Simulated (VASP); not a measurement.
Input of a VASP 6.6.1 run:

Contents of INCAR:

```
SYSTEM = MgO
PREC = Accurate
ENCUT = 520
EDIFF = 1E-7
ISMEAR = 0
SIGMA = 0.05
LREAL = .False.
LASPH = .True.
NELM = 100
ALGO = Normal
ISIF = 2
LWAVE = .False.
LCHARG = .True.
GGA = PE
LELF = .True.
LVHAR = .True.
NBANDS = 16
```

File KPOINTS:

```
Automatic mesh
0
Gamma
  9 9 6
  0 0 0
```

File POSCAR:

```
MgO
1.0
    3.5565000000      0.0000000000      0.0000000000
   -1.7782500000      3.0800193485      0.0000000000
    0.0000000000      0.0000000000      4.4514000000
Mg O
2 2
Direct
    0.6666666667      0.3333333333      0.7500000000
    0.3333333333      0.6666666667      0.2500000000
    0.6666666667      0.3333333333      0.2500000000
    0.3333333333      0.6666666667      0.7500000000
```

Potentials or basis: VASP PAW PBE potentials, release 64 (Mg, O).

Command:

```console
$ cat potpaw_PBE.64/Mg/POTCAR potpaw_PBE.64/O/POTCAR > POTCAR
$ mpirun -np 1 vasp_std > vasp.out
```

Problem. Estimate the pressure.

Solution. -7.8 GPa.

Problem. Predict the band gap on the k mesh.

Solution. 2.85 eV.

Stress tensor (GPa, compression positive):
```
 -6.47   0.00   0.00
  0.00  -6.47   0.00
  0.00   0.00 -10.41
```

Caveat: the cell stands under tension.
